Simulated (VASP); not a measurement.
# ErCl in VASP: single point with PBE

Aim: the single point of ErCl with PBE.

All numbers are computed with VASP 6.6.1; they aren't measurements. Logs are shortened: lines on timing, memory, paths and dates and some standing lists are left out, and cuts for length are marked.

### 1 The cell of the first run

The typed cell holds 2 atoms: a = 3.455 Å, b = 3.455 Å, c = 3.455 Å, α = 90.00°, β = 90.00°, γ = 90.00°.

### 2 Single point, PBE

File POSCAR:

```
ErCl
1.0
    3.4547151133      0.0000000000      0.0000000000
    0.0000000000      3.4547151133      0.0000000000
    0.0000000000      0.0000000000      3.4551393908
Er Cl
1 1
Direct
    0.5000000000      0.5000000000      0.5000000000
    0.0000000000      0.0000000000      0.0000000000
```

File INCAR.step1:

```
SYSTEM = ErCl
PREC     = Accurate       ! precision mode
ENCUT    = 520            ! plane-wave cutoff, eV
EDIFF    = 1E-6           ! SCF threshold, eV
ISMEAR   = 0              ! smearing method
SIGMA    = 0.1            ! smearing width, eV
LREAL    = .FALSE.        ! projectors in reciprocal space
LASPH    = .TRUE.         ! aspherical terms in the spheres
NELM     = 80             ! most SCF steps
ALGO     = Normal         ! electronic algorithm
ISIF     = 2              ! what is computed and relaxed
LWAVE    = .FALSE.        ! write WAVECAR
LCHARG   = .TRUE.         ! write CHGCAR
LMAXMIX  = 6              ! l up to which the mixer works
GGA      = PE             ! functional
NBANDS   = 22             ! bands
```

File KPOINTS.step1:

```
Automatic mesh
0
G
  16 16 16
  0 0 0
```

File INCAR.step2:

```
SYSTEM = ErCl
PREC     = Accurate       ! precision mode
ENCUT    = 520            ! plane-wave cutoff, eV
EDIFF    = 1E-6           ! SCF threshold, eV
ISMEAR   = -5             ! smearing method
SIGMA    = 0.1            ! smearing width, eV
LREAL    = .FALSE.        ! projectors in reciprocal space
LASPH    = .TRUE.         ! aspherical terms in the spheres
NELM     = 80             ! most SCF steps
ALGO     = Normal         ! electronic algorithm
ISIF     = 2              ! what is computed and relaxed
LWAVE    = .FALSE.        ! write WAVECAR
LCHARG   = .FALSE.        ! write CHGCAR
LMAXMIX  = 6              ! l up to which the mixer works
GGA      = PE             ! functional
LORBIT   = 10             ! projections on sites
NBANDS   = 22             ! bands
NEDOS    = 1001           ! points of the DOS
ICHARG   = 11             ! starting density
```

File KPOINTS.step2:

```
Automatic mesh
0
G
  24 24 24
  0 0 0
```

Potentials or basis: VASP PAW PBE potentials, release 64 (Er, Cl).

Launch:

```sh
$ cat potpaw_PBE.64/Er/POTCAR potpaw_PBE.64/Cl/POTCAR > POTCAR
$ cp INCAR.step1 INCAR
$ cp KPOINTS.step1 KPOINTS
$ mpirun -np 1 vasp_std > vasp.out
$ cp INCAR.step2 INCAR
$ cp KPOINTS.step2 KPOINTS
$ mpirun -np 1 vasp_std > vasp.out
```

OUTCAR:

```text
SYSTEM = ErCl
   PREC = Accurate
   ENCUT = 520
   EDIFF = 1E-6
   ISMEAR = -5
   LREAL = .FALSE.
   LASPH = .TRUE.
   NELM = 80
   ISIF = 2
   GGA = PE
   LORBIT = 10
   ICHARG = 11

 ion  position               nearest neighbor table
   1  0.500  0.500  0.500-   2 2.99   2 2.99   2 2.99   2 2.99   2 2.99   2 2.99   2 2.99   2 2.99

   2  0.000  0.000  0.000-   1 2.99   1 2.99   1 2.99   1 2.99   1 2.99   1 2.99   1 2.99   1 2.99

  LATTYP: Found a simple tetragonal cell.
 ALAT       =     3.4547151133
 C/A-ratio  =     1.0001228111

  Lattice vectors:

 A1 = (   3.4547151133,   0.0000000000,   0.0000000000)
 A2 = (   0.0000000000,   3.4547151133,   0.0000000000)
 A3 = (   0.0000000000,   0.0000000000,   3.4551393908)

Analysis of symmetry for initial positions (statically):
=====================================================================
 Subroutine PRICEL returns:
 Original cell was already a primitive cell.

 Routine SETGRP: Setting up the symmetry group for a
 simple tetragonal supercell.

 Subroutine GETGRP returns: Found 16 space group operations
 (whereof 16 operations were pure point group operations)
 out of a pool of 16 trial point group operations.

The static configuration has the point symmetry D_4h.

Analysis of symmetry for dynamics (positions and initial velocities):
=====================================================================
 Subroutine PRICEL returns:
 Original cell was already a primitive cell.

 Routine SETGRP: Setting up the symmetry group for a
 simple tetragonal supercell.

 Subroutine GETGRP returns: Found 16 space group operations
 (whereof 16 operations were pure point group operations)
 out of a pool of 16 trial point group operations.

The dynamic configuration has the point symmetry D_4h.

 Subroutine INISYM returns: Found 16 space group operations
 (whereof 16 operations are pure point group operations),
 and found     1 'primitive' translations

----------------------------------------------------------------------------------------

                                     Primitive cell

  volume of cell :      41.2373

  direct lattice vectors                    reciprocal lattice vectors
     3.454715113  0.000000000  0.000000000     0.289459468  0.000000000  0.000000000
     0.000000000  3.454715113  0.000000000     0.000000000  0.289459468  0.000000000
     0.000000000  0.000000000  3.455139391     0.000000000  0.000000000  0.289423924

  length of vectors
     3.454715113  3.454715113  3.455139391     0.289459468  0.289459468  0.289423924

  position of ions in fractional coordinates (direct lattice)
     0.500000000  0.500000000  0.500000000
     0.000000000  0.000000000  0.000000000

  ion indices of the primitive-cell ions
   primitive index   ion index
                 1           1
                 2           2

----------------------------------------------------------------------------------------

 KPOINTS: Automatic mesh

Automatic generation of k-mesh.
 Grid dimensions read from file:
 generate k-points for:   24   24   24

 Generating k-lattice:

  Cartesian coordinates                     Fractional coordinates (reciprocal lattice)
     0.012060811  0.000000000  0.000000000     0.041666667  0.000000000  0.000000000
     0.000000000  0.012060811  0.000000000     0.000000000  0.041666667  0.000000000
     0.000000000  0.000000000  0.012059330     0.000000000  0.000000000  0.041666667

  Length of vectors
     0.012060811  0.012060811  0.012059330

  Shift w.r.t. Gamma in fractional coordinates (k-lattice)
     0.000000000  0.000000000  0.000000000

 TETIRR: Found  20736 inequivalent tetrahedra from    82944

 Subroutine IBZKPT returns following result:
 ===========================================

 Found   1183 irreducible k-points:

 Following reciprocal coordinates:
            Coordinates               Weight
  0.000000  0.000000  0.000000      1.000000
  0.041667  0.000000  0.000000      4.000000
  0.083333  0.000000  0.000000      4.000000
  0.125000  0.000000  0.000000      4.000000
  0.166667  0.000000  0.000000      4.000000
  0.208333  0.000000  0.000000      4.000000
[... 16 lines left out ...]
  0.416667  0.041667  0.000000      8.000000
  0.458333  0.041667  0.000000      8.000000
 [... further k-points ...]
   k-points           NKPTS =   1183   k-points in BZ     NKDIM =   1183   number of bands    NBANDS=     22
   number of dos      NEDOS =   1001   number of ions     NIONS =      2
   total plane-waves  NPLWV =  21952
   dimension x,y,z NGX =    28 NGY =   28 NGZ =   28
   dimension x,y,z NGXF=    56 NGYF=   56 NGZF=   56
   ions per type =               1   1
   NGX,Y,Z   is equivalent  to a cutoff of  13.47, 13.47, 13.47 a.u.
   NGXF,Y,Z  is equivalent  to a cutoff of  26.95, 26.95, 26.94 a.u.
 SYSTEM =  ErCl
   PREC   = accura    normal or accurate (medium, high low for compatibility)
   ISTART =      0    job   : 0-new  1-cont  2-samecut
   ICHARG =     11    charge: 1-file 2-atom 10-const
   ISPIN  =      1    spin polarized calculation?
   LNONCOLLINEAR =      F non collinear calculations
   LSORBIT =      F    spin-orbit coupling
   LASPH  =      T    aspherical Exc in radial PAW
   ENCUT  =  520.0 eV  38.22 Ry    6.18 a.u.   6.42  6.42  6.42*2*pi/ulx,y,z
   NELM   =     80;   NELMIN=  2; NELMDL=  0     # of ELM steps
   EDIFF  = 0.1E-05   stopping-criterion for ELM
   LREAL  =      F    real-space projection
   EDIFFG = 0.1E-04   stopping-criterion for IOM
   NSW    =      0    number of steps for IOM
   IBRION =     -1    ionic relax: 0-MD 1-quasi-New 2-CG
   NFREE  =      0    steps in history (QN), initial steepest desc. (CG)
   ISIF   =      2    stress and relaxation
   ISYM   =      2    0-nonsym 1-usesym 2-fastsym
   POTIM  = 0.5000    time-step for ionic-motion
   TEBEG  =    0.0;   TEEND  =   0.0 temperature during run
   PSTRESS=    0.0 pullay stress
   NELECT =      29.0000    total number of electrons
   NUPDOWN=      -1.0000    fix difference up-down
   EMIN   =  10.00;   EMAX   =-10.00  energy-range for DOS
   EFERMI =   0.00;   METHOD = LEGACY
   ISMEAR =    -5;   SIGMA  =   0.10  broadening in eV -4-tet -1-fermi 0-gaus
   EFERMI_NEDOS =   21; number of points for ismear=-14 and -15
   IALGO  =     38    algorithm
   IMIX   =      4    mixing-type and parameters
     AMIX     =   0.40;   BMIX     =  1.00
     AMIX_MAG =   1.60;   BMIX_MAG =  1.00
  volume/ion in A,a.u.               =      20.62       139.14
  Fermi-wavevector in a.u.,A,eV,Ry     =   1.455830  2.751121 28.836765  2.119442
  Thomas-Fermi vector in A             =   2.572819
   LORBIT       =     10    0 simple, 1 ext, 2 COOP (PROOUT), +10 PAW based schemes
   GGA     = PE    functional components
   LHFCALC =     F    Hartree Fock is set to
   AEXX    =    0.0000 exact exchange contribution
   IVDW    =     0    specifies the selected vdW correction
   LEPSILON=     F    determine dielectric tensor
   LRPA    =     F    only Hartree local field effects (RPA)
 non-spin polarized calculation
 Fermi weights with tetrahedron method with Bloechl corrections
  energy-cutoff  :      520.00
  volume of cell :       41.24
 maximum number of plane-waves:      1141
 NGX is ok and might be reduce to    28

 number of electron      29.0000019 magnetization

 Free energy of the ion-electron system (eV)
  ---------------------------------------------------
  ext. energy  EPLUGINS =         0.00000000
  ---------------------------------------------------
  free energy    TOTEN  =        -7.92498439 eV

  energy without entropy =       -7.92498439  energy(sigma->0) =       -7.92498439

 E-fermi :   6.4394     XC(G=0): -10.9060

 val. band max:        6.4412261804   @ k =   0.3750   0.0417   0.0417
 cond. band min:       6.4387288729   @ k =   0.1250   0.0417   0.1250
 fundamental gap:     -0.0024973074
 Fermi energy:         6.4394443791

 k-point     1 :       0.0000    0.0000    0.0000
  band No.  band energies     occupation
      1     -42.0585      2.00000
      2     -16.4293      2.00000
      3     -16.4290      2.00000
      4     -16.4290      2.00000
      5     -12.7082      2.00000
      6       0.4032      2.00000
[... 14 lines left out ...]
     21      11.1695      0.00000
     22      15.4776      0.00000

 k-point     2 :       0.0417    0.0000    0.0000
  band No.  band energies     occupation
      1     -42.0581      2.00000
      2     -16.4422      2.00000
      3     -16.4283      2.00000
      4     -16.4280      2.00000
      5     -12.6940      2.00000
      6       0.3251      2.00000
[... 14 lines left out ...]
     21      11.1817      0.00000
     22      15.3862      0.00000

 k-point     3 :       0.0833    0.0000    0.0000
  band No.  band energies     occupation
      1     -42.0569      2.00000
      2     -16.4805      2.00000
      3     -16.4255      2.00000
      4     -16.4252      2.00000
      5     -12.6529      2.00000
      6       0.1075      2.00000
[... 14 lines left out ...]
     21      11.2221      0.00000
     22      15.4461      0.00000
[... 476 lines left out ...]
 k-point    23 :       0.4167    0.0417    0.0000
  band No.  band energies     occupation
      1     -42.0359      2.00000
      2     -17.0580      2.00000
      3     -16.3847      2.00000
      4     -16.3749      2.00000
      5     -11.9732      2.00000
      6      -2.3450      2.00000
[... 14 lines left out ...]
     21      11.6005      0.00000
     22      11.9912      0.00000

 k-point    24 :       0.4583    0.0417    0.0000
  band No.  band energies     occupation
      1     -42.0347      2.00000
      2     -17.0877      2.00000
      3     -16.3816      2.00000
      4     -16.3720      2.00000
      5     -11.9351      2.00000
      6      -2.4538      2.00000
[... 14 lines left out ...]
     21      11.5672      0.00000
     22      11.9814      0.00000

 [... further k-points ...]

------------------------ aborting loop because EDIFF is reached ----------------------------------------

  FORCE on cell =-STRESS in cart. coord.  units (eV):
  Direction    XX          YY          ZZ          XY          YZ          ZX
  --------------------------------------------------------------------------------------
  -------------------------------------------------------------------------------------
  Total       -1.7958031     -1.7958031     -1.7887766      0.0000000     -0.0000000      0.0000000
  in kB      -69.7716902    -69.7716902    -69.4986923      0.0000000     -0.0000000      0.0000000
  external PRESSURE =     -69.6806909 kB  Pullay stress =       0.0000000 kB

 VOLUME and BASIS-vectors are now :
 -----------------------------------------------------------------------------
  energy-cutoff  :      520.00
  volume of cell :       41.24
      direct lattice vectors                 reciprocal lattice vectors
     3.454715113  0.000000000  0.000000000     0.289459468  0.000000000  0.000000000
     0.000000000  3.454715113  0.000000000     0.000000000  0.289459468  0.000000000
     0.000000000  0.000000000  3.455139391     0.000000000  0.000000000  0.289423924

 POSITION                                       TOTAL-FORCE (eV/Angst)
 -----------------------------------------------------------------------------------
      1.72736      1.72736      1.72757         0.000000      0.000000      0.000000
      0.00000      0.00000      0.00000         0.000000      0.000000      0.000000
 -----------------------------------------------------------------------------------
    total drift:                                0.000000      0.000000      0.000000

  FREE ENERGIE OF THE ION-ELECTRON SYSTEM (eV)
  ---------------------------------------------------
  free  energy   TOTEN  =        -7.9249843918 eV

  energy  without entropy=       -7.9249843918  energy(sigma->0) =       -7.92498439

 total charge

# of ion       s       p       d       f       tot
--------------------------------------------------
    1        2.066   5.755   0.371  11.723  19.916
    2        1.596   3.501   0.000   0.000   5.096
--------------------------------------------------
tot          3.661   9.256   0.371  11.723  25.012
```

Run time: 11 min. Hardware: 1 thread of Intel Xeon 6975P-C (Granite Rapids), shared host; peak memory 1.2 GiB.

Results:

```yaml
Valence_electrons_inside_the_program's_atomic_spheres: Er 19.92; Cl 5.10
```

Caveat: spin-orbit coupling is left out, which moves the levels of the heavy elements; an odd number of electrons without spin polarisation forces a metal; a magnetic or distorted state may lie lower; the run has no spin polarisation, though such a crystal can be magnetic; semilocal functionals describe open f shells poorly, which spoils levels, moments and volumes; tetrahedron occupations give inexact forces and stress in metals. Spin polarisation is off, so any magnetic state and its effect on volume and gap are missing.
